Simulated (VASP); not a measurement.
Here is a VASP 6.6.1 calculation.

File POSCAR:

```
Ta2N
1.0
    3.1128615060      0.0000000000      0.0000000000
   -1.5564307530      2.6958171426      0.0000000000
    0.0000000000      0.0000000000      4.8698410000
Ta N
2 1
Direct
    0.3333333333      0.6666666667      0.2547110000
    0.6666666667      0.3333333333      0.7452890000
    0.0000000000      0.0000000000      0.0000000000
```

Contents of INCAR.step1:

```
  PREC = Accurate
  ENCUT = 660
  ISMEAR = -1
  SIGMA = 0.05
  LREAL = False
  LASPH = True
  NELM = 120
  NBANDS = 22
  GGA = PE
  ALGO = Normal
  EDIFF = 1E-5
  LWAVE = True
  LCHARG = False
  GGA_COMPAT = False
```

The input INCAR.step2:

```
  PREC = Accurate
  ENCUT = 660
  EDIFF = 1E-6
  ISMEAR = -1
  SIGMA = 0.05
  LREAL = False
  LASPH = True
  NELM = 120
  ALGO = Normal
  ISIF = 2
  LWAVE = False
  LCHARG = False
  METAGGA = R2SCAN
  LMIXTAU = True
  NBANDS = 22
  ISTART = 1
  GGA_COMPAT = False
```

File KPOINTS:

```
regular mesh
0
Gamma
  10 10 6
```

Potentials or basis: VASP PAW PBE potentials, release 64 (Ta_sv_GW, N).

Command:

```console
$ cat potpaw_PBE.64/Ta_sv_GW/POTCAR potpaw_PBE.64/N/POTCAR > POTCAR
$ cp INCAR.step1 INCAR
$ mpirun -np 1 vasp_std > vasp.out
$ cp INCAR.step2 INCAR
$ mpirun -np 1 vasp_std > vasp.out
```

(1) Predict the largest force.

(2) Estimate the pressure.

Answers

(1) 0.147 eV/Å.

(2) -5.5 GPa.

Caveat: the PAW data sets were made with another functional, which shifts forces and pressure a little.
